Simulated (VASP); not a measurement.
# ZnSeS (Pmmm) in VASP: further runs

Runs on ZnSeS. Level: PBE. Tasks: single point.

Everything below comes from runs of VASP 6.6.1. Logs are shortened: lines on timing, memory, paths and dates and some standing lists are left out, and cuts for length are marked.

## Step 1: The cell of the first run

It takes space group Pmmm (No. 47, orthorhombic). The conventional cell has a = 3.881 Å, b = 3.919 Å, c = 4.040 Å, α = 90.00°, β = 90.00°, γ = 90.00°. Zn (site symmetry mmm) has 4 Se at 2.76 Å and 8 S at 3.42 Å within 3.6 Å. Within 2.8 Å of Se (site symmetry mmm) lie 2 S at 2.02 Å and 4 Zn at 2.76 Å. Within 2.7 Å of S (site symmetry mmm) lie 2 Se at 2.02 Å.

The cell was built from a structure type or drawn by symmetry, and may not be a known phase.

## Step 2: Single point, PBE

INCAR

```
SYSTEM = ZnSeS
ALGO = Normal
EDIFF = 1E-7
ENCUT = 520
GGA = PE
ISIF = 2
ISMEAR = 0
LASPH = .TRUE.
LCHARG = .FALSE.
LREAL = .FALSE.
LWAVE = .FALSE.
NBANDS = 19
NELM = 60
PREC = Accurate
SIGMA = 0.1
```

KPOINTS

```
k-points
0
G
  4 4 4
  0 0 0
```

POSCAR

```
ZnSeS
1.0
    3.8814428100      0.0000000000      0.0000000000
    0.0000000000      3.9187464500      0.0000000000
    0.0000000000      0.0000000000      4.0395161800
Zn Se S
1 1 1
Direct
    0.0000000000      0.0000000000      0.0000000000
    0.5000000000      0.5000000000      0.0000000000
    0.5000000000      0.5000000000      0.5000000000
```

Potentials or basis: VASP PAW PBE potentials, release 64 (Zn, Se, S).

The run is started by

```sh
$ cat potpaw_PBE.64/Zn/POTCAR potpaw_PBE.64/Se/POTCAR potpaw_PBE.64/S/POTCAR > POTCAR
$ mpirun -np 1 vasp_std > vasp.out
```

OUTCAR:

```text
SYSTEM = ZnSeS
   EDIFF = 1E-7
   ENCUT = 520
   GGA = PE
   ISIF = 2
   ISMEAR = 0
   LASPH = .TRUE.
   LREAL = .FALSE.
   NELM = 60
   PREC = Accurate

 ion  position               nearest neighbor table
   1  0.000  0.000  0.000-   2 2.76   2 2.76   2 2.76   2 2.76
   2  0.500  0.500  0.000-   3 2.02   3 2.02   1 2.76   1 2.76   1 2.76   1 2.76
   3  0.500  0.500  0.500-   2 2.02   2 2.02

  LATTYP: Found a simple orthorhombic cell.
 ALAT       =     3.8814428100
 B/A-ratio  =     1.0096107664
 C/A-ratio  =     1.0407254152

  Lattice vectors:

 A1 = (   3.8814428100,   0.0000000000,   0.0000000000)
 A2 = (   0.0000000000,   3.9187464500,   0.0000000000)
 A3 = (   0.0000000000,   0.0000000000,   4.0395161800)

Analysis of symmetry for initial positions (statically):
=====================================================================
 Subroutine PRICEL returns:
 Original cell was already a primitive cell.

 Routine SETGRP: Setting up the symmetry group for a
 simple orthorhombic supercell.

 Subroutine GETGRP returns: Found  8 space group operations
 (whereof  8 operations were pure point group operations)
 out of a pool of  8 trial point group operations.

The static configuration has the point symmetry D_2h.

Analysis of symmetry for dynamics (positions and initial velocities):
=====================================================================
 Subroutine PRICEL returns:
 Original cell was already a primitive cell.

 Routine SETGRP: Setting up the symmetry group for a
 simple orthorhombic supercell.

 Subroutine GETGRP returns: Found  8 space group operations
 (whereof  8 operations were pure point group operations)
 out of a pool of  8 trial point group operations.

The dynamic configuration has the point symmetry D_2h.

 Subroutine INISYM returns: Found  8 space group operations
 (whereof  8 operations are pure point group operations),
 and found     1 'primitive' translations

----------------------------------------------------------------------------------------

                                     Primitive cell

  volume of cell :      61.4426

  direct lattice vectors                    reciprocal lattice vectors
     3.881442810  0.000000000  0.000000000     0.257636155  0.000000000  0.000000000
     0.000000000  3.918746450  0.000000000     0.000000000  0.255183644  0.000000000
     0.000000000  0.000000000  4.039516180     0.000000000  0.000000000  0.247554399

  length of vectors
     3.881442810  3.918746450  4.039516180     0.257636155  0.255183644  0.247554399

  position of ions in fractional coordinates (direct lattice)
     0.000000000  0.000000000  0.000000000
     0.500000000  0.500000000  0.000000000
     0.500000000  0.500000000  0.500000000

  ion indices of the primitive-cell ions
   primitive index   ion index
                 1           1
                 2           2
                 3           3

----------------------------------------------------------------------------------------

 KPOINTS: k-points

Automatic generation of k-mesh.
 Grid dimensions read from file:
 generate k-points for:    4    4    4

 Generating k-lattice:

  Cartesian coordinates                     Fractional coordinates (reciprocal lattice)
     0.064409039  0.000000000  0.000000000     0.250000000  0.000000000  0.000000000
     0.000000000  0.063795911  0.000000000     0.000000000  0.250000000  0.000000000
     0.000000000  0.000000000  0.061888600     0.000000000  0.000000000  0.250000000

  Length of vectors
     0.064409039  0.063795911  0.061888600

  Shift w.r.t. Gamma in fractional coordinates (k-lattice)
     0.000000000  0.000000000  0.000000000

 Subroutine IBZKPT returns following result:
 ===========================================

 Found     27 irreducible k-points:

 Following reciprocal coordinates:
            Coordinates               Weight
  0.000000  0.000000  0.000000      1.000000
  0.250000  0.000000  0.000000      2.000000
  0.500000  0.000000  0.000000      1.000000
  0.000000  0.250000  0.000000      2.000000
  0.250000  0.250000  0.000000      4.000000
  0.500000  0.250000  0.000000      2.000000
[... 16 lines left out ...]
  0.250000  0.250000  0.500000      4.000000
  0.500000  0.250000  0.500000      2.000000
 [... further k-points ...]
   k-points           NKPTS =     27   k-points in BZ     NKDIM =     27   number of bands    NBANDS=     19
   number of dos      NEDOS =    301   number of ions     NIONS =      3
   total plane-waves  NPLWV =  27000
   dimension x,y,z NGX =    30 NGY =   30 NGZ =   30
   dimension x,y,z NGXF=    60 NGYF=   60 NGZF=   60
   ions per type =               1   1   1
   NGX,Y,Z   is equivalent  to a cutoff of  12.85, 12.73, 12.35 a.u.
   NGXF,Y,Z  is equivalent  to a cutoff of  25.70, 25.45, 24.69 a.u.
 SYSTEM =  ZnSeS
   PREC   = accura    normal or accurate (medium, high low for compatibility)
   ISTART =      0    job   : 0-new  1-cont  2-samecut
   ICHARG =      2    charge: 1-file 2-atom 10-const
   ISPIN  =      1    spin polarized calculation?
   LNONCOLLINEAR =      F non collinear calculations
   LSORBIT =      F    spin-orbit coupling
   LASPH  =      T    aspherical Exc in radial PAW
   ENCUT  =  520.0 eV  38.22 Ry    6.18 a.u.   7.22  7.29  7.51*2*pi/ulx,y,z
   NELM   =     60;   NELMIN=  2; NELMDL= -5     # of ELM steps
   EDIFF  = 0.1E-06   stopping-criterion for ELM
   LREAL  =      F    real-space projection
   EDIFFG = 0.1E-05   stopping-criterion for IOM
   NSW    =      0    number of steps for IOM
   IBRION =     -1    ionic relax: 0-MD 1-quasi-New 2-CG
   NFREE  =      0    steps in history (QN), initial steepest desc. (CG)
   ISIF   =      2    stress and relaxation
   ISYM   =      2    0-nonsym 1-usesym 2-fastsym
   POTIM  = 0.5000    time-step for ionic-motion
   TEBEG  =    0.0;   TEEND  =   0.0 temperature during run
   PSTRESS=    0.0 pullay stress
   NELECT =      24.0000    total number of electrons
   NUPDOWN=      -1.0000    fix difference up-down
   EMIN   =  10.00;   EMAX   =-10.00  energy-range for DOS
   EFERMI =   0.00;   METHOD = LEGACY
   ISMEAR =     0;   SIGMA  =   0.10  broadening in eV -4-tet -1-fermi 0-gaus
   EFERMI_NEDOS =   21; number of points for ismear=-14 and -15
   IALGO  =     38    algorithm
   IMIX   =      4    mixing-type and parameters
     AMIX     =   0.40;   BMIX     =  1.00
     AMIX_MAG =   1.60;   BMIX_MAG =  1.00
  volume/ion in A,a.u.               =      20.48       138.21
  Fermi-wavevector in a.u.,A,eV,Ry     =   1.196709  2.261453 19.485083  1.432113
  Thomas-Fermi vector in A             =   2.332643
   LORBIT       =      0    0 simple, 1 ext, 2 COOP (PROOUT), +10 PAW based schemes
   GGA     = PE    functional components
   LHFCALC =     F    Hartree Fock is set to
   AEXX    =    0.0000 exact exchange contribution
   IVDW    =     0    specifies the selected vdW correction
   LEPSILON=     F    determine dielectric tensor
   LRPA    =     F    only Hartree local field effects (RPA)
 non-spin polarized calculation
 Gauss-broadening in eV      SIGMA  =   0.10
  energy-cutoff  :      520.00
  volume of cell :       61.44
 maximum number of plane-waves:      1676
 NGX is ok and might be reduce to    30
   NGX = 15   NGY = 15   NGZ = 15

 number of electron      23.9999999 magnetization

 Free energy of the ion-electron system (eV)
  ---------------------------------------------------
  ext. energy  EPLUGINS =         0.00000000
  ---------------------------------------------------
  free energy    TOTEN  =        -5.63697982 eV

  energy without entropy =       -5.62877747  energy(sigma->0) =       -5.63287864

 E-fermi :   4.1179     XC(G=0):  -9.7580

 val. band max:        4.0875268975   @ k =   0.5000   0.2500   0.5000
 cond. band min:       4.1284338116   @ k =   0.2500   0.5000   0.5000
 fundamental gap:      0.0409069141
 Fermi energy:         4.1179074066

 k-point     1 :       0.0000    0.0000    0.0000
  band No.  band energies     occupation
      1     -14.0640      2.00000
      2      -5.8207      2.00000
      3      -5.0188      2.00000
      4      -2.7889      2.00000
      5      -2.7419      2.00000
      6      -2.6552      2.00000
[... 11 lines left out ...]
     18      12.2038      0.00000
     19      12.2231      0.00000

 k-point     2 :       0.2500    0.0000    0.0000
  band No.  band energies     occupation
      1     -13.9564      2.00000
      2      -5.7812      2.00000
      3      -4.8459      2.00000
      4      -3.1163      2.00000
      5      -2.9990      2.00000
      6      -2.6512      2.00000
[... 11 lines left out ...]
     18      10.9913      0.00000
     19      12.5904      0.00000

 k-point     3 :       0.5000    0.0000    0.0000
  band No.  band energies     occupation
      1     -13.8424      2.00000
      2      -5.7414      2.00000
      3      -4.6021      2.00000
      4      -3.9643      2.00000
      5      -3.1776      2.00000
      6      -2.6991      2.00000
[... 11 lines left out ...]
     18      14.3954      0.00000
     19      14.7096      0.00000

 k-point     4 :       0.0000    0.2500    0.0000
  band No.  band energies     occupation
      1     -13.9625      2.00000
      2      -5.7852      2.00000
      3      -4.8528      2.00000
      4      -3.1308      2.00000
      5      -2.9837      2.00000
      6      -2.6507      2.00000
[... 11 lines left out ...]
     18      11.0615      0.00000
     19      12.6056      0.00000

 k-point     5 :       0.2500    0.2500    0.0000
  band No.  band energies     occupation
      1     -13.8687      2.00000
      2      -5.7323      2.00000
      3      -4.7232      2.00000
      4      -3.3725      2.00000
      5      -2.8664      2.00000
      6      -2.6726      2.00000
[... 11 lines left out ...]
     18      13.3626      0.00000
     19      14.1900      0.00000

 k-point     6 :       0.5000    0.2500    0.0000
  band No.  band energies     occupation
      1     -13.7703      2.00000
      2      -5.6781      2.00000
      3      -4.5892      2.00000
      4      -3.5463      2.00000
      5      -3.0420      2.00000
      6      -2.6888      2.00000
[... 11 lines left out ...]
     18      12.5731      0.00000
     19      13.6970      0.00000

 k-point     7 :       0.0000    0.5000    0.0000
  band No.  band energies     occupation
      1     -13.8553      2.00000
      2      -5.7495      2.00000
      3      -4.6185      2.00000
      4      -3.9683      2.00000
      5      -3.1561      2.00000
      6      -2.6995      2.00000
[... 11 lines left out ...]
     18      14.1718      0.00000
     19      14.7732      0.00000

 k-point     8 :       0.2500    0.5000    0.0000
  band No.  band energies     occupation
      1     -13.7769      2.00000
      2      -5.6822      2.00000
      3      -4.5969      2.00000
      4      -3.5393      2.00000
      5      -3.0317      2.00000
      6      -2.6887      2.00000
[... 256 lines left out ...]
 k-point    20 :       0.2500    0.0000    0.5000
  band No.  band energies     occupation
      1     -12.1408      2.00000
      2     -11.3783      2.00000
      3      -2.9053      2.00000
      4      -2.8962      2.00000
      5      -2.6928      2.00000
      6      -2.6858      2.00000
[... 11 lines left out ...]
     18      11.0383      0.00000
     19      12.7151      0.00000

 k-point    21 :       0.5000    0.0000    0.5000
  band No.  band energies     occupation
      1     -12.0022      2.00000
      2     -11.3026      2.00000
      3      -3.2601      2.00000
      4      -3.0453      2.00000
      5      -2.6768      2.00000
      6      -2.6699      2.00000
[... 11 lines left out ...]
     18       9.9217      0.00000
     19      12.3638      0.00000

 k-point    22 :       0.0000    0.2500    0.5000
  band No.  band energies     occupation
      1     -12.1473      2.00000
      2     -11.3835      2.00000
      3      -2.9014      2.00000
      4      -2.8962      2.00000
      5      -2.6930      2.00000
      6      -2.6840      2.00000
[... 11 lines left out ...]
     18      10.9944      0.00000
     19      12.6593      0.00000

 k-point    23 :       0.2500    0.2500    0.5000
  band No.  band energies     occupation
      1     -12.0409      2.00000
      2     -11.3118      2.00000
      3      -3.0592      2.00000
      4      -2.7480      2.00000
      5      -2.7474      2.00000
      6      -2.6746      2.00000
[... 11 lines left out ...]
     18      11.8826      0.00000
     19      12.2527      0.00000

 k-point    24 :       0.5000    0.2500    0.5000
  band No.  band energies     occupation
      1     -11.9284      2.00000
      2     -11.2374      2.00000
      3      -2.9502      2.00000
      4      -2.9043      2.00000
      5      -2.7418      2.00000
      6      -2.7344      2.00000
[... 11 lines left out ...]
     18      11.7970      0.00000
     19      13.7917      0.00000

 [... further k-points ...]

------------------------ aborting loop because EDIFF is reached ----------------------------------------

  FORCE on cell =-STRESS in cart. coord.  units (eV):
  Direction    XX          YY          ZZ          XY          YZ          ZX
  --------------------------------------------------------------------------------------
  -------------------------------------------------------------------------------------
  Total        1.2162235      1.2049644     21.6657247     -0.0000000      0.0000000      0.0000000
  in kB       31.7142375     31.4206458    564.9553083     -0.0000000      0.0000000      0.0000000
  external PRESSURE =     209.3633972 kB  Pullay stress =       0.0000000 kB

 VOLUME and BASIS-vectors are now :
 -----------------------------------------------------------------------------
  energy-cutoff  :      520.00
  volume of cell :       61.44
      direct lattice vectors                 reciprocal lattice vectors
     3.881442810  0.000000000  0.000000000     0.257636155  0.000000000  0.000000000
     0.000000000  3.918746450  0.000000000     0.000000000  0.255183644  0.000000000
     0.000000000  0.000000000  4.039516180     0.000000000  0.000000000  0.247554399

 POSITION                                       TOTAL-FORCE (eV/Angst)
 -----------------------------------------------------------------------------------
      0.00000      0.00000      0.00000         0.000000      0.000000      0.000000
      1.94072      1.95937      0.00000         0.000000      0.000000      0.000000
      1.94072      1.95937      2.01976         0.000000      0.000000      0.000000
 -----------------------------------------------------------------------------------
    total drift:                                0.000000      0.000000      0.000000

  FREE ENERGIE OF THE ION-ELECTRON SYSTEM (eV)
  ---------------------------------------------------
  free  energy   TOTEN  =        -5.6369798152 eV

  energy  without entropy=       -5.6287774670  energy(sigma->0) =       -5.63287864
```

Run time: 13 s. Hardware: 1 thread of Intel Xeon 6975P-C (Granite Rapids), shared host; peak memory 0.18 GiB.

What came out:

```
Free energy            : -5.6370 eV
Pressure               : 20.9 GPa
Band gap on the k mesh : zero (bands 12 and 13 overlap by 3.48 eV)
```

Stress tensor (GPa, compression positive):
```
 3.17  0.00  0.00
 0.00  3.14  0.00
 0.00  0.00 56.50
```

Levels at points of the mesh, in eV from the Fermi level:
```
           k point  band 10  band 11  band 12  band 13  band 14  band 15
(0.00, 0.00, 0.00)    -5.38    -2.83     0.96     1.02     3.68     5.39
(0.50, 0.00, 0.00)    -4.52    -0.74     1.37     1.44     2.07     3.08
(0.00, 0.50, 0.00)    -4.49    -0.73     1.44     1.48     2.11     3.06
(0.50, 0.50, 0.00)    -6.50    -2.80    -0.15    -0.13     4.98     5.01
(0.00, 0.00, 0.50)    -2.83    -2.78    -2.30     0.60     1.55     1.85
(0.50, 0.00, 0.50)    -2.72    -2.65     0.04     1.33     2.94     3.74
(0.00, 0.50, 0.50)    -2.67    -2.61     0.03     1.31     2.99     3.83
(0.50, 0.50, 0.50)    -3.89    -3.86    -1.75     0.88     1.55     1.66
```

Caveat: the k points lie up to 0.40 Å⁻¹ apart, too coarse for converged energies and pressures of a metal.

## Step 3: Single point, PBE

This run uses another cell than the first one, of 22.76 Å³/atom.

INCAR

```
SYSTEM = ZnSeS
ALGO     = Normal         ! electronic algorithm
EDIFF    = 1E-6           ! SCF threshold, eV
ENCUT    = 520            ! plane-wave cutoff, eV
GGA      = PE             ! functional
ISIF     = 2              ! what is computed and relaxed
ISMEAR   = 0              ! smearing method
LASPH    = .True.         ! aspherical terms in the spheres
LCHARG   = .False.        ! write CHGCAR
LREAL    = .False.        ! projectors in reciprocal space
LWAVE    = .False.        ! write WAVECAR
NBANDS   = 19             ! bands
NELM     = 60             ! most SCF steps
PREC     = Accurate       ! precision mode
SIGMA    = 0.1            ! smearing width, eV
```

KPOINTS

```
k-points
0
Gamma
  4 4 4
  0 0 0
```

POSCAR

```
ZnSeS
1.0
    3.6381912019      0.0000000000      0.0000000000
    0.0000000000      3.6397947907      0.0000000000
    0.0000000000      0.0000000000      5.1561134271
Zn Se S
1 1 1
Direct
    0.0000000000      0.0000000000      0.0000000000
    0.5000000000      0.5000000000      0.0000000000
    0.5000000000      0.5000000000      0.5000000000
```

Potentials or basis: VASP PAW PBE potentials, release 64 (Zn, Se, S).

The run is started by

```sh
$ cat potpaw_PBE.64/Zn/POTCAR potpaw_PBE.64/Se/POTCAR potpaw_PBE.64/S/POTCAR > POTCAR
$ mpirun -np 1 vasp_std > vasp.out
```

Run time: 14 s. Hardware: 1 thread of Intel Xeon 6975P-C (Granite Rapids), shared host; peak memory 0.19 GiB.

Results (log left out):

```
Free energy            : -8.0097 eV
Pressure               : 0.1 GPa
Band gap on the k mesh : zero (bands 12 and 13 overlap by 2.56 eV)
```

Stress tensor (GPa, compression positive):
```
0.14 0.00 0.00
0.00 0.13 0.00
0.00 0.00 0.04
```

Levels at points of the mesh, in eV from the Fermi level:
| k point | band 8 | band 9 | band 10 | band 11 | band 12 | band 13 | band 14 | band 15 | band 16 | band 17 |
| --- | --- | --- | --- | --- | --- | --- | --- | --- | --- | --- |
| (0.00, 0.00, 0.00) | -6.05 | -2.84 | -2.84 | -0.89 | 0.41 | 0.42 | 3.89 | 5.23 | 5.83 | 7.48 |
| (0.50, 0.00, 0.00) | -6.37 | -5.25 | -1.65 | -1.41 | 0.89 | 2.19 | 3.45 | 4.60 | 4.66 | 4.86 |
| (0.00, 0.50, 0.00) | -6.37 | -5.25 | -1.65 | -1.41 | 0.89 | 2.19 | 3.46 | 4.60 | 4.66 | 4.87 |
| (0.50, 0.50, 0.00) | -5.49 | -5.49 | -5.11 | -2.19 | -1.23 | -1.23 | 4.84 | 5.04 | 5.32 | 5.32 |
| (0.00, 0.00, 0.50) | -2.54 | -2.53 | -1.87 | -1.36 | -0.49 | -0.29 | -0.29 | 3.53 | 5.72 | 7.98 |
| (0.50, 0.00, 0.50) | -6.13 | -2.92 | -1.05 | -1.00 | -0.88 | -0.03 | 3.81 | 4.60 | 4.82 | 5.03 |
| (0.00, 0.50, 0.50) | -6.13 | -2.92 | -1.05 | -1.00 | -0.88 | -0.03 | 3.82 | 4.60 | 4.82 | 5.03 |
| (0.50, 0.50, 0.50) | -5.22 | -5.22 | -2.08 | -2.07 | -2.01 | -0.80 | -0.65 | 3.19 | 8.75 | 8.75 |

Caveat: the k points lie up to 0.43 Å⁻¹ apart, too coarse for converged energies and pressures of a metal.
